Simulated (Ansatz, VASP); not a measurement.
One calculation of Al, two programs

INCAR

```
SYSTEM = Al
  ALGO = Fast
  EDIFF = 1E-6
  ENCUT = 520
  GGA = PS
  ISIF = 2
  ISMEAR = 0
  IVDW = 12
  LASPH = .TRUE.
  LCHARG = .TRUE.
  LELF = .TRUE.
  LREAL = .FALSE.
  LVHAR = .TRUE.
  LWAVE = .FALSE.
  NBANDS = 14
  NELM = 60
  PREC = Accurate
  SIGMA = 0.15
```

The input KPOINTS:

```
k-points
0
G
  18 18 6
  0 0 0
```

Contents of POSCAR:

```
Al
1.0
    2.8007800515      0.0000000000      0.0000000000
   -1.4003900257      2.4255466750      0.0000000000
    0.0000000000      0.0000000000      8.5302000000
Al
4
Direct
    0.0000000000      0.0000000000      0.0000000000
    0.3333333333      0.6666666667      0.2500000000
    0.0000000000      0.0000000000      0.5000000000
    0.6666666667      0.3333333333      0.7500000000
```

Input for Ansatz:

```yaml
crystal:
  lattice:
    - [2.8007800515, 0.0, 0.0]
    - [-1.4003900257, 2.425546675, 0.0]
    - [0.0, 0.0, 8.5302]
  atoms:
    - { symbol: Al, position: [0.0, 0.0, 0.0] }
    - { symbol: Al, position: [0.3333333333, 0.6666666667, 0.25] }
    - { symbol: Al, position: [0.0, 0.0, 0.5] }
    - { symbol: Al, position: [0.6666666667, 0.3333333333, 0.75] }
basis:
  ecutwfc: 420
kpoints:
  mp_grid: { grid: [18, 18, 6] }
hamiltonian:
  xc: pbesol
  pseudopotentials: { kind: paw, azcp: { folder: soft_1 } }
  dispersion: d3bj
scf:
  occupations: { method: gaussian, width: 0.15 }
output:
  forces: true
  stress: true
  eigenvalues: true
```

Alike in both runs: task single point; functional PBEsol; dispersion D3(BJ); k mesh 18 × 18 × 6; occupations gaussian, width 0.15 eV; no spin polarisation.

|  | VASP | Ansatz |
| --- | --- | --- |
| version | VASP 6.6.1 | Ansatz 0.2.0 |
| potentials or method | VASP PAW PBE potentials, release 64 (Al), cutoff 520 eV | scalar-relativistic, plane waves, PAW |
| valence electrons in the cell | 12 | 12 |

|  | VASP | Ansatz | Ansatz less VASP |
| --- | --- | --- | --- |
| gap on the k mesh at the Fermi level (eV) | none | none | - |
| pressure (GPa) | 8.7 | 8.6 | -0.15 |
| traceless stress, the component that is largest in VASP (GPa) | 6.21 | 6.17 | -0.045 |

VASP's potentials were made for PBE, not for PBEsol, and Ansatz warns of the same on its side. A gap of «none» marks a metal or a gap that the smearing closes.
